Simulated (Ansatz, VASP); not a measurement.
One calculation of Ni, two programs

```
CELL_PARAMETERS angstrom
-1.38372 1.38372 1.40447
1.38372 -1.38372 1.40447
1.38372 1.38372 -1.40447
ATOMIC_POSITIONS crystal
Ni 0.00000 0.00000 0.00000
```

Change from the starting cell: strain +0.0150 x Voigt [0, 0, 1, 0, 0, 0], atoms carried along.

Alike in both runs: task single point; functional PBEsol; k mesh 24 × 24 × 24; occupations gaussian, width 0.15 eV; collinear spin.

|  | VASP | Ansatz |
| --- | --- | --- |
| version | VASP 6.6.1 | Ansatz 0.2.0 |
| potentials or method | VASP PAW PBE potentials, release 64 (Ni), cutoff 520 eV | scalar-relativistic, plane waves, PAW |
| valence electrons in the cell | 10 | 18 |

Ansatz gave:

```
gap on the k mesh at the Fermi level (eV)                     : none
pressure (GPa)                                                : -5.7
traceless stress, the component that is largest in VASP (GPa) : 0.83
net moment per atom (μB)                                      : 0.54
size of the moment on the site where the two differ most (μB) : 0.57
```

Problem. Which values does VASP return?

Solution. gap on the k mesh at the Fermi level (eV): none; pressure (GPa): -5.8; traceless stress, the component that is largest in VASP (GPa): 0.77; net moment per atom (μB): 0.53; size of the moment on the site where the two differ most (μB): 0.54.

VASP's potentials were made for PBE, not for PBEsol. Site moments also hang on the region over which each program counts them. A gap of «none» marks a metal or a gap that the smearing closes. VASP's potentials hold 10 valence electrons a cell and Ansatz's 18, so a difference there can come from the potentials and not from the codes.
